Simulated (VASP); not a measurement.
Set up this calculation in VASP 6.6.1, as the native input.

* Task: single point
* Functional: PBE
* Potentials or basis: VASP PAW PBE potentials, release 64 (Br)
* Cutoff: 520 eV
* k mesh: 15 × 15 × 15
* Occupations: fermi-dirac, width 0.02 eV
* Spin: no spin polarisation
* Dipole correction: no
* Further INCAR settings: ALGO = Normal; EDIFF = 1e-06; NBANDS = 10

The structure of Br lies in POSCAR:

```
Br
1.0
    0.0000000000      2.3686979015      2.3686979015
    2.3686979015      0.0000000000      2.3686979015
    2.3686979015      2.3686979015      0.0000000000
Br
1
Direct
    0.0000000000      0.0000000000      0.0000000000
```

The input as run:

INCAR

```
PREC = Accurate
ENCUT = 520
EDIFF = 1E-6
ISMEAR = -1
SIGMA = 0.02
LREAL = F
LASPH = T
NELM = 100
ALGO = Normal
ISIF = 2
LWAVE = F
LCHARG = F
GGA = PE
NBANDS = 10
```

KPOINTS

```
regular mesh
0
Gamma
  15 15 15
```

Potentials or basis: VASP PAW PBE potentials, release 64 (Br).

Launch:

```sh
$ cat potpaw_PBE.64/Br/POTCAR > POTCAR
$ mpirun -np 1 vasp_std > vasp.out
```

It gave:

The pressure is -0.3 GPa and the band gap on the k mesh is zero (an odd number of electrons rules out a gap without spin polarisation).

Caveat: an odd number of electrons without spin polarisation forces a metal; a magnetic or distorted state may lie lower.

Run time: 25 s on 1 thread of Intel(R) Xeon(R) Platinum 8259CL CPU @ 2.50GHz (Skylake/Cascade Lake) (shared host), peak memory 0.17 GiB.
